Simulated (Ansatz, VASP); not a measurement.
**One calculation of TaN, two programs**

```xyz
2
Lattice="2.9606 0.0000 0.0000 -1.4803 2.5640 0.0000 0.0000 0.0000 2.7272" Properties=species:S:1:pos:R:3 pbc="T T T"
Ta    0.0000    1.7093    1.3636
N     0.0000    0.0000    0.0000
```

Alike in both runs: task single point; functional PBEsol; k mesh 18 × 18 × 16; occupations gaussian, width 0.15 eV; no spin polarisation.

|  | VASP | Ansatz |
| --- | --- | --- |
| version | VASP 6.6.1 | Ansatz 0.2.0 |
| potentials or method | VASP PAW PBE potentials, release 64 (Ta_pv, N), cutoff 520 eV | scalar-relativistic, plane waves, PAW |
| valence electrons in the cell | 16 | 18 |

|  | VASP | Ansatz | Ansatz less VASP |
| --- | --- | --- | --- |
| gap on the k mesh at the Fermi level (eV) | none | none | - |
| pressure (GPa) | 14.1 | 13.1 | -1.03 |
| traceless stress, the component that is largest in VASP (GPa) | 31.32 | 31.10 | -0.214 |

VASP's potentials were made for PBE, not for PBEsol. A gap of «none» marks a metal or a gap that the smearing closes. VASP's potentials hold 16 valence electrons a cell and Ansatz's 18, so a difference there can come from the potentials and not from the codes.

Neither program's run includes spin-orbit coupling.
